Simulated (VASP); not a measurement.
Here is a VASP 6.6.1 calculation.

The input INCAR:

```
ALGO = Normal ; EDIFF = 1E-6
EDIFFG = -0.005 ; ENCUT = 600
IBRION = 2 ; ISIF = 3
ISMEAR = 0 ; LASPH = True
LCHARG = False ; LREAL = False
LWAVE = False ; NELM = 80
NSW = 100 ; PREC = Accurate
SIGMA = 0.02
```

The input KPOINTS:

```
k-points
0
Gamma
  8 8 4
```

POSCAR

```
CO2
1.0
    2.5668493656     -2.3239866675      0.0000000000
    2.5668493656      2.3239866675      0.0000000000
    0.0000000000      0.0000000000      6.2186627149
C O
2 4
Direct
    0.0000000000      0.0000000000      0.0000000000
    0.5000000000      0.5000000000      0.5000000000
    0.7973558716      0.2026441284      0.8910102696
    0.2026441284      0.7973558716      0.1089897304
    0.7026441284      0.2973558716      0.3910102696
    0.2973558716      0.7026441284      0.6089897304
```

Potentials or basis: VASP PAW LDA potentials, release 64 (C, O).

Command:

```sh
$ cat potpaw_LDA.64/C/POTCAR potpaw_LDA.64/O/POTCAR > POTCAR
$ mpirun -np 1 vasp_std > vasp.out
```

Problem. What does it give for the band gap on the k mesh?

Solution. 6.41 eV, indirect (least direct gap 7.15 eV).

Problem. Predict the relaxed cell.

Solution. a = 3.423 Å, b = 3.423 Å, c = 6.135 Å, α = 90.00°, β = 90.00°, γ = 84.63°.

The path:
| step | energy change (eV) | largest force (eV/Å) | pressure (GPa) | volume (Å³) |
| --- | --- | --- | --- | --- |
| 1 | 0.0000 | 0.7711 | 1.96 | 74.19 |
| 2 | 0.4069 | 4.2095 | -14.82 | 75.82 |
| 3 | -0.0099 | 0.0139 | -0.64 | 74.40 |
| 4 | -0.0100 | 0.0273 | -0.49 | 74.39 |
| 5 | -0.0100 | 0.0408 | -0.45 | 74.38 |
| 6 | -0.0111 | 0.0393 | -0.40 | 74.07 |
| 7 | -0.0137 | 0.0362 | -0.23 | 73.12 |
| 8 | -0.0153 | 0.0348 | 0.18 | 71.26 |
| 9 | -0.0154 | 0.0349 | 0.11 | 71.56 |
| 10 | -0.0107 | 0.4961 | -1.68 | 71.59 |
| 11 | -0.0154 | 0.0023 | 0.00 | 71.56 |

A k mesh can miss the band edges. As with any semilocal functional, this LDA gap is likely too small.
